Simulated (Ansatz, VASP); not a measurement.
**Bi: VASP beside Ansatz**

```xyz
4
Lattice="3.4906 0.0000 0.0000 0.0000 3.4906 0.0000 0.0000 0.0000 23.4046" Properties=species:S:1:pos:R:3 pbc="T T T"
Bi    0.8726    0.8726    8.0000
Bi    2.6179    2.6179   10.4682
Bi    0.8726    0.8726   12.9364
Bi    2.6179    2.6179   15.4046
```

Alike in both runs: task single point; functional PBEsol; k mesh 11 × 11 × 1; occupations fermi-dirac, width 0.05 eV; no spin polarisation.

|  | VASP | Ansatz |
| --- | --- | --- |
| version | VASP 6.6.1 | Ansatz 0.2.0 |
| potentials or method | VASP PAW PBE potentials, release 64 (Bi_d), cutoff 520 eV | all-electron LAPW, scalar-relativistic |

|  | VASP | Ansatz | Ansatz less VASP |
| --- | --- | --- | --- |
| rms of the force components (eV/Å) | 0.199 | 0.199 | -0.0002 |

VASP's potentials were made for PBE, not for PBEsol. Atom by atom the forces differ by 0.001 eV/Å (rms over components). Ansatz ran all-electron here, and VASP with PAW potentials.

Neither program's run includes spin-orbit coupling.
